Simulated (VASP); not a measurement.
Write the native input for VASP 6.6.1 that does the following.

* Task: single point
* Functional: LDA
* Potentials or basis: VASP PAW LDA potentials, release 64 (Zr_sv)
* Cutoff: 520 eV
* k mesh: 6 × 6 × 4
* Occupations: gaussian, width 0.1 eV
* Spin: no spin polarisation
* Dipole correction: no
* Further INCAR settings: ALGO = Normal; EDIFF = 1e-06; NBANDS = 19

The structure of Zr lies in POSCAR:

```
Zr
1.0
    3.2392314100      0.0000000000      0.0000000000
   -1.6196157100      2.8052566900      0.0000000000
    0.0000000000      0.0000000000      5.1722200000
Zr
2
Direct
    0.3333333300      0.6666666700      0.2500000000
    0.6666666700      0.3333333300      0.7500000000
```

The input as run:

INCAR

```
PREC = Accurate ; ENCUT = 520
EDIFF = 1E-6 ; ISMEAR = 0
SIGMA = 0.1 ; LREAL = F
LASPH = T ; NELM = 60
ALGO = Normal ; ISIF = 2
LWAVE = F ; LCHARG = F
NBANDS = 19
```

KPOINTS

```
Automatic mesh
0
Gamma
  6 6 4
```

Potentials or basis: VASP PAW LDA potentials, release 64 (Zr_sv).

Launch:

```sh
$ cat potpaw_LDA.64/Zr_sv/POTCAR > POTCAR
$ mpirun -np 1 vasp_std > vasp.out
```

Results of the run:

```json
{"Pressure": "-7.0 GPa", "Band gap on the k mesh": "zero (bands 12 and 13 overlap by 0.85 eV)"}
```

Caveat: the k points lie up to 0.37 Å⁻¹ apart, too coarse for converged energies and pressures of a metal.

Wall time 17 s on 1 thread of Intel Xeon 8259CL, with other jobs on the host, peak memory 0.14 GiB.
